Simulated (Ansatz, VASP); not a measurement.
# Two plane-wave programs on As

```
As
1.0
     1.89057    1.09152    3.36712
    -1.89057    1.09152    3.36712
     0.00000   -2.18304    3.36712
As
2
Direct
  0.23020 0.23020 0.23020
  0.76980 0.76980 0.76980
```

Alike in both runs: functional PBEsol; k mesh 14 × 14 × 14; occupations gaussian, width 0.05 eV; no spin polarisation.

Ansatz relaxed the structure, and its values are those at the end. VASP's run is a single point on that final structure, the one shown.

|  | VASP | Ansatz |
| --- | --- | --- |
| version | VASP 6.6.1 | Ansatz 0.2.0 |
| potentials or method | VASP PAW PBE potentials, release 64 (As), cutoff 520 eV | scalar-relativistic, plane waves, PAW |
| valence electrons in the cell | 10 | 30 |

Ansatz gave:

- pressure (GPa): 0.0
- rms of the force components (eV/Å): 0.000

Which values does VASP return?

Pressure (GPa): 0.4; rms of the force components (eV/Å): 0.034.

VASP's potentials were made for PBE, not for PBEsol. The functional is the same, so the differences come from potentials, cutoffs and numerics. VASP's potentials hold 10 valence electrons a cell and Ansatz's 30, so a difference there can come from the potentials and not from the codes.
